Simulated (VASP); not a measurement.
# Nb (Im-3m) in VASP: notebook

Nb is run at these levels: PBE; tasks: single point.

All numbers are computed with VASP 6.6.1; they aren't measurements. Logs are shortened: lines on timing, memory, paths and dates and some standing lists are left out, and cuts for length are marked.

## (1) The cell of the first run

The structure is cubic, space group Im-3m (No. 229). Conventional cell: a = 3.300 Å, b = 3.300 Å, c = 3.300 Å, α = 90.00°, β = 90.00°, γ = 90.00°. Nb (site symmetry m-3m) has 14 Nb at 2.86 to 3.30 Å within 3.8 Å.

## (2) Single point, PBE

Input file INCAR:

```
ALGO = Normal
EDIFF = 1E-6
ENCUT = 520
GGA = PE
ISIF = 2
ISMEAR = 0
LASPH = True
LCHARG = False
LREAL = False
LWAVE = False
NBANDS = 12
NELM = 80
PREC = Accurate
SIGMA = 0.05
```

Input file KPOINTS:

```
k-points
0
Gamma
  14 14 14
```

Input file POSCAR:

```
Nb
1.0
   -1.6500000000      1.6500000000      1.6500000000
    1.6500000000     -1.6500000000      1.6500000000
    1.6500000000      1.6500000000     -1.6500000000
Nb
1
Direct
    0.0000000000      0.0000000000      0.0000000000
```

Potentials or basis: VASP PAW PBE potentials, release 64 (Nb_sv).

Started as:

```
cat potpaw_PBE.64/Nb_sv/POTCAR > POTCAR
mpirun -np 1 vasp_std > vasp.out
```

OUTCAR:

```text
EDIFF = 1E-6
   ENCUT = 520
   GGA = PE
   ISIF = 2
   ISMEAR = 0
   LASPH = True
   LREAL = False
   NELM = 80
   PREC = Accurate

 ion  position               nearest neighbor table
   1  0.000  0.000  0.000-

  LATTYP: Found a body centered cubic cell.
 ALAT       =     3.3000000000

  Lattice vectors:

 A1 = (  -1.6500000000,   1.6500000000,   1.6500000000)
 A2 = (   1.6500000000,  -1.6500000000,   1.6500000000)
 A3 = (   1.6500000000,   1.6500000000,  -1.6500000000)

Analysis of symmetry for initial positions (statically):
=====================================================================
 Subroutine PRICEL returns:
 Original cell was already a primitive cell.

 Routine SETGRP: Setting up the symmetry group for a
 body centered cubic supercell.

 Subroutine GETGRP returns: Found 48 space group operations
 (whereof 48 operations were pure point group operations)
 out of a pool of 48 trial point group operations.

The static configuration has the point symmetry O_h .

Analysis of symmetry for dynamics (positions and initial velocities):
=====================================================================
 Subroutine PRICEL returns:
 Original cell was already a primitive cell.

 Routine SETGRP: Setting up the symmetry group for a
 body centered cubic supercell.

 Subroutine GETGRP returns: Found 48 space group operations
 (whereof 48 operations were pure point group operations)
 out of a pool of 48 trial point group operations.

The dynamic configuration has the point symmetry O_h .

 Subroutine INISYM returns: Found 48 space group operations
 (whereof 48 operations are pure point group operations),
 and found     1 'primitive' translations

----------------------------------------------------------------------------------------

                                     Primitive cell

  volume of cell :      17.9685

  direct lattice vectors                    reciprocal lattice vectors
    -1.650000000  1.650000000  1.650000000     0.000000000  0.303030303  0.303030303
     1.650000000 -1.650000000  1.650000000     0.303030303  0.000000000  0.303030303
     1.650000000  1.650000000 -1.650000000     0.303030303  0.303030303  0.000000000

  length of vectors
     2.857883832  2.857883832  2.857883832     0.428549564  0.428549564  0.428549564

  position of ions in fractional coordinates (direct lattice)
     0.000000000  0.000000000  0.000000000

  ion indices of the primitive-cell ions
   primitive index   ion index
                 1           1

----------------------------------------------------------------------------------------

 KPOINTS: k-points

Automatic generation of k-mesh.
 Grid dimensions read from file:
 generate k-points for:   14   14   14

 Generating k-lattice:

  Cartesian coordinates                     Fractional coordinates (reciprocal lattice)
     0.000000000  0.021645022  0.021645022     0.071428571  0.000000000  0.000000000
     0.021645022  0.000000000  0.021645022     0.000000000  0.071428571  0.000000000
     0.021645022  0.021645022  0.000000000     0.000000000  0.000000000  0.071428571

  Length of vectors
     0.030610683  0.030610683  0.030610683

  Shift w.r.t. Gamma in fractional coordinates (k-lattice)
     0.000000000  0.000000000  0.000000000

 Subroutine IBZKPT returns following result:
 ===========================================

 Found    104 irreducible k-points:

 Following reciprocal coordinates:
            Coordinates               Weight
  0.000000  0.000000  0.000000      1.000000
  0.071429  0.000000  0.000000     12.000000
  0.142857  0.000000  0.000000     12.000000
  0.214286  0.000000  0.000000     12.000000
  0.285714  0.000000  0.000000     12.000000
  0.357143  0.000000  0.000000     12.000000
[... 16 lines left out ...]
  0.285714  0.285714  0.000000     24.000000
  0.357143  0.285714 -0.000000     24.000000
 [... further k-points ...]
   k-points           NKPTS =    104   k-points in BZ     NKDIM =    104   number of bands    NBANDS=     12
   number of dos      NEDOS =    301   number of ions     NIONS =      1
   total plane-waves  NPLWV =  13824
   dimension x,y,z NGX =    24 NGY =   24 NGZ =   24
   dimension x,y,z NGXF=    48 NGYF=   48 NGZF=   48
   ions per type =               1
   NGX,Y,Z   is equivalent  to a cutoff of  13.96, 13.96, 13.96 a.u.
   NGXF,Y,Z  is equivalent  to a cutoff of  27.92, 27.92, 27.92 a.u.
 SYSTEM =  unknown system
   PREC   = accura    normal or accurate (medium, high low for compatibility)
   ISTART =      0    job   : 0-new  1-cont  2-samecut
   ICHARG =      2    charge: 1-file 2-atom 10-const
   ISPIN  =      1    spin polarized calculation?
   LNONCOLLINEAR =      F non collinear calculations
   LSORBIT =      F    spin-orbit coupling
   LASPH  =      T    aspherical Exc in radial PAW
   ENCUT  =  520.0 eV  38.22 Ry    6.18 a.u.   5.31  5.31  5.31*2*pi/ulx,y,z
   NELM   =     80;   NELMIN=  2; NELMDL= -5     # of ELM steps
   EDIFF  = 0.1E-05   stopping-criterion for ELM
   LREAL  =      F    real-space projection
   EDIFFG = 0.1E-04   stopping-criterion for IOM
   NSW    =      0    number of steps for IOM
   IBRION =     -1    ionic relax: 0-MD 1-quasi-New 2-CG
   NFREE  =      0    steps in history (QN), initial steepest desc. (CG)
   ISIF   =      2    stress and relaxation
   ISYM   =      2    0-nonsym 1-usesym 2-fastsym
   POTIM  = 0.5000    time-step for ionic-motion
   TEBEG  =    0.0;   TEEND  =   0.0 temperature during run
   PSTRESS=    0.0 pullay stress
   NELECT =      13.0000    total number of electrons
   NUPDOWN=      -1.0000    fix difference up-down
   EMIN   =  10.00;   EMAX   =-10.00  energy-range for DOS
   EFERMI =   0.00;   METHOD = LEGACY
   ISMEAR =     0;   SIGMA  =   0.05  broadening in eV -4-tet -1-fermi 0-gaus
   EFERMI_NEDOS =   21; number of points for ismear=-14 and -15
   IALGO  =     38    algorithm
   IMIX   =      4    mixing-type and parameters
     AMIX     =   0.40;   BMIX     =  1.00
     AMIX_MAG =   1.60;   BMIX_MAG =  1.00
  volume/ion in A,a.u.               =      17.97       121.26
  Fermi-wavevector in a.u.,A,eV,Ry     =   1.469666  2.777266 29.387474  2.159918
  Thomas-Fermi vector in A             =   2.585016
   LORBIT       =      0    0 simple, 1 ext, 2 COOP (PROOUT), +10 PAW based schemes
   GGA     = PE    functional components
   LHFCALC =     F    Hartree Fock is set to
   AEXX    =    0.0000 exact exchange contribution
   IVDW    =     0    specifies the selected vdW correction
   LEPSILON=     F    determine dielectric tensor
   LRPA    =     F    only Hartree local field effects (RPA)
 non-spin polarized calculation
 Gauss-broadening in eV      SIGMA  =   0.05
  energy-cutoff  :      520.00
  volume of cell :       17.97
 maximum number of plane-waves:       496
 NGX is ok and might be reduce to    24
   NGX = 11   NGY = 11   NGZ = 11

 number of electron      13.0000000 magnetization

 Free energy of the ion-electron system (eV)
  ---------------------------------------------------
  ext. energy  EPLUGINS =         0.00000000
  ---------------------------------------------------
  free energy    TOTEN  =       -10.21187102 eV

  energy without entropy =      -10.20975516  energy(sigma->0) =      -10.21081309

 E-fermi :  11.2264     XC(G=0): -12.5134

 val. band max:       11.2105781169   @ k =   0.2857   0.0000   0.0000
 cond. band min:      11.2278534757   @ k =   0.5000   0.5000   0.1429
 fundamental gap:      0.0172753588
 Fermi energy:        11.2263726424

 k-point     1 :       0.0000    0.0000    0.0000
  band No.  band energies     occupation
      1     -43.1570      2.00000
      2     -18.4487      2.00000
      3     -18.4487      2.00000
      4     -18.4487      2.00000
      5       5.2621      2.00000
      6      11.5759      0.00000
      7      11.5759      0.00000
      8      11.5759      0.00000
      9      14.4937      0.00000
     10      14.4937      0.00000
     11      25.4396      0.00000
     12      25.4396      0.00000

 k-point     2 :       0.0714    0.0000    0.0000
  band No.  band energies     occupation
      1     -43.1450      2.00000
      2     -18.5218      2.00000
      3     -18.4709      2.00000
      4     -18.4494      2.00000
      5       5.4729      2.00000
      6      11.4462      0.00000
      7      11.5436      0.00000
      8      11.7778      0.00000
      9      14.2978      0.00000
     10      14.4941      0.00000
     11      25.6113      0.00000
     12      25.8045      0.00000

 k-point     3 :       0.1429    0.0000    0.0000
  band No.  band energies     occupation
      1     -43.1113      2.00000
      2     -18.7229      2.00000
      3     -18.5324      2.00000
      4     -18.4511      2.00000
      5       6.0574      2.00000
      6      11.1054      1.99938
      7      11.3949      0.00000
      8      12.3711      0.00000
      9      13.9700      0.00000
     10      14.5124      0.00000
     11      25.9600      0.00000
     12      26.8449      0.00000

 k-point     4 :       0.2143    0.0000    0.0000
  band No.  band energies     occupation
      1     -43.0621      2.00000
      2     -19.0053      2.00000
      3     -18.6202      2.00000
      4     -18.4536      2.00000
      5       6.8443      2.00000
      6      10.6613      2.00000
      7      11.1513      1.96634
      8      13.3163      0.00000
      9      13.8971      0.00000
     10      14.5828      0.00000
     11      25.9212      0.00000
     12      27.4704      0.00000

 k-point     5 :       0.2857    0.0000    0.0000
  band No.  band energies     occupation
      1     -43.0069      2.00000
      2     -19.3083      2.00000
      3     -18.7159      2.00000
      4     -18.4565      2.00000
      5       7.4738      2.00000
      6      10.2202      2.00000
      7      11.2106      1.34493
      8      14.1039      0.00000
      9      14.5375      0.00000
     10      14.7280      0.00000
     11      25.0953      0.00000
     12      26.5996      0.00000

 k-point     6 :       0.3571    0.0000    0.0000
  band No.  band energies     occupation
      1     -42.9567      2.00000
      2     -19.5729      2.00000
      3     -18.8008      2.00000
      4     -18.4592      2.00000
      5       7.6340      2.00000
      6       9.8593      2.00000
      7      11.9327      0.00000
      8      14.3954      0.00000
      9      14.9323      0.00000
     10      15.8912      0.00000
     11      23.9977      0.00000
     12      25.1001      0.00000

 k-point     7 :       0.4286    0.0000    0.0000
  band No.  band energies     occupation
      1     -42.9217      2.00000
      2     -19.7518      2.00000
      3     -18.8588      2.00000
      4     -18.4611      2.00000
      5       7.5392      2.00000
      6       9.6261      2.00000
      7      12.9526      0.00000
      8      14.5557      0.00000
      9      15.1269      0.00000
     10      17.0856      0.00000
     11      23.1554      0.00000
     12      23.8072      0.00000

 k-point     8 :       0.5000    0.0000    0.0000
  band No.  band energies     occupation
      1     -42.9091      2.00000
      2     -19.8149      2.00000
      3     -18.8793      2.00000
      4     -18.4618      2.00000
      5       7.4789      2.00000
      6       9.5458      2.00000
      7      13.5065      0.00000
      8      14.5256      0.00000
      9      15.2100      0.00000
     10      17.6025      0.00000
     11      22.8427      0.00000
     12      23.2850      0.00000
[... 166 lines left out ...]
 k-point    20 :       0.2143    0.2143    0.0000
  band No.  band energies     occupation
      1     -42.9438      2.00000
      2     -19.4954      2.00000
      3     -18.8774      2.00000
      4     -18.5695      2.00000
      5       8.5245      2.00000
      6       9.9377      2.00000
      7      10.6598      2.00000
      8      13.8521      0.00000
      9      15.2556      0.00000
     10      16.9632      0.00000
     11      24.4644      0.00000
     12      26.1803      0.00000

 k-point    21 :       0.2857    0.2143   -0.0000
  band No.  band energies     occupation
      1     -42.9095      2.00000
      2     -19.5850      2.00000
      3     -19.0131      2.00000
      4     -18.5882      2.00000
      5       8.6513      2.00000
      6       9.8242      2.00000
      7      11.0033      2.00000
      8      14.1605      0.00000
      9      15.3229      0.00000
     10      18.5382      0.00000
     11      23.2376      0.00000
     12      25.1197      0.00000

 k-point    22 :       0.3571    0.2143    0.0000
  band No.  band energies     occupation
      1     -42.8904      2.00000
      2     -19.6237      2.00000
      3     -19.1013      2.00000
      4     -18.5961      2.00000
      5       8.5852      2.00000
      6       9.8122      2.00000
      7      11.3324      0.00271
      8      14.3829      0.00000
      9      15.4471      0.00000
     10      19.7606      0.00000
     11      22.1809      0.00000
     12      24.2055      0.00000

 k-point    23 :       0.2857    0.2857    0.0000
  band No.  band energies     occupation
      1     -42.8876      2.00000
      2     -19.5487      2.00000
      3     -19.1857      2.00000
      4     -18.6120      2.00000
      5       8.9164      2.00000
      6       9.9065      2.00000
      7      10.8435      2.00000
      8      14.4811      0.00000
      9      15.2686      0.00000
     10      20.2221      0.00000
     11      22.0801      0.00000
     12      24.0823      0.00000

 k-point    24 :       0.3571    0.2857   -0.0000
  band No.  band energies     occupation
      1     -42.8798      2.00000
      2     -19.4972      2.00000
      3     -19.2874      2.00000
      4     -18.6190      2.00000
      5       8.9663      2.00000
      6      10.0590      2.00000
      7      10.7028      2.00000
      8      14.7130      0.00000
      9      15.1989      0.00000
     10      21.3532      0.00000
     11      21.4868      0.00000
     12      23.1752      0.00000

 [... further k-points ...]
[... 5 lines left out ...]
  --------------------------------------------------------------------------------------
  -------------------------------------------------------------------------------------
  Total        0.1627564      0.1627564      0.1627564     -0.0000000     -0.0000000     -0.0000000
  in kB       14.5123154     14.5123154     14.5123154     -0.0000000     -0.0000000     -0.0000000
  external PRESSURE =      14.5123154 kB  Pullay stress =       0.0000000 kB

 VOLUME and BASIS-vectors are now :
 -----------------------------------------------------------------------------
  energy-cutoff  :      520.00
  volume of cell :       17.97
      direct lattice vectors                 reciprocal lattice vectors
    -1.650000000  1.650000000  1.650000000     0.000000000  0.303030303  0.303030303
     1.650000000 -1.650000000  1.650000000     0.303030303  0.000000000  0.303030303
     1.650000000  1.650000000 -1.650000000     0.303030303  0.303030303  0.000000000

 POSITION                                       TOTAL-FORCE (eV/Angst)
 -----------------------------------------------------------------------------------
      0.00000      0.00000      0.00000         0.000000      0.000000      0.000000
 -----------------------------------------------------------------------------------
    total drift:                                0.000000      0.000000      0.000000

  FREE ENERGIE OF THE ION-ELECTRON SYSTEM (eV)
  ---------------------------------------------------
  free  energy   TOTEN  =       -10.2118710179 eV

  energy  without entropy=      -10.2097551606  energy(sigma->0) =      -10.21081309
```

Run time: 26 s. Hardware: 1 thread of Intel Xeon 8259CL, shared host; peak memory 0.15 GiB.

Results:

* Free energy: -10.2119 eV
* Pressure: 1.5 GPa
* Band gap on the k mesh: zero (an odd number of electrons rules out a gap without spin polarisation)

Levels at points of the mesh, in eV from the Fermi level:
```csv
k point,band 4,band 5,band 6,band 7,band 8,band 9
"(0.00, 0.00, 0.00)",-29.68,-5.96,0.35,0.35,0.35,3.27
"(0.50, 0.00, 0.00)",-29.69,-3.75,-1.68,2.28,3.30,3.98
"(0.50, 0.50, 0.50)",-30.61,-3.75,-3.75,5.60,5.60,5.60
```

(Part 1 of 2 ends here.)
